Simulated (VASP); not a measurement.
**Au: relaxation of cell and atoms with PBE**

Crystal: Au.

```xyz
1
Lattice="1.6150 1.6150 1.6150 -1.6150 1.6150 1.6150 -1.6150 -1.6150 1.6150" Properties=species:S:1:pos:R:3 pbc="T T T"
Au    0.0000    0.0000    0.0000
```

```json
{
  "Program": "VASP 6.6.1",
  "Task": "relaxation of cell and atoms",
  "Functional": "PBE",
  "Potentials or basis": "VASP PAW PBE potentials, release 64 (Au)",
  "Cutoff": "600 eV",
  "k mesh": "11 × 11 × 11",
  "Occupations": "gaussian, width 0.1 eV",
  "Spin": "no spin polarisation",
  "Target pressure": "10 GPa",
  "Dipole correction": "no",
  "Further INCAR settings": "ALGO = Normal; EDIFF = 1e-07; IBRION = 2; EDIFFG = -0.01; NSW = 80; ISIF = 3"
}
```

| Property | Result |
| --- | --- |
| Relaxed volume | 16.97 Å³/atom |
| Relaxed cell | a = 2.804 Å, b = 2.804 Å, c = 2.804 Å, α = 70.53°, β = 109.47°, γ = 70.53° |
| Space group after relaxing (to 0.05 Å) | Im-3m (No. 229) |
| Energy change on relaxing (the enthalpy is what falls) | -8.1 meV/atom |
| Ionic steps | 3 |
| Pressure after relaxing | 10.0 GPa |

Step by step:
```
step  energy change (eV)  largest force (eV/Å)  pressure (GPa)  volume (Å³)
   1              0.0000                0.0000           11.39        16.85
   2             -0.0210                0.0000            7.45        17.21
   3             -0.0081                0.0000           10.01        16.97
```

Final structure:
```yaml
crystal:
  lattice:
    - [1.61885, 1.61885, 1.61885]
    - [-1.61885, 1.61885, 1.61885]
    - [-1.61885, -1.61885, 1.61885]
  atoms:
    - { symbol: Au, position: [0.00000, 0.00000, 0.00000] }
```

Levels at points of the mesh, in eV from the Fermi level:
```csv
k point,band 2,band 3,band 4,band 5,band 6,band 7,band 8,band 9
"(0.00, 0.00, 0.00)",-4.76,-4.76,-4.76,-2.81,-2.81,16.65,16.65,16.65
```

It took 12 s on 1 thread of AMD EPYC 9R45 96-Core Processor (Zen 5), with other jobs on the host, peak memory 0.12 GiB.

Caveat: the cell is relaxed towards a set pressure, so the enthalpy falls and the energy may rise; spin-orbit coupling is left out, which moves the levels of the heavy elements.
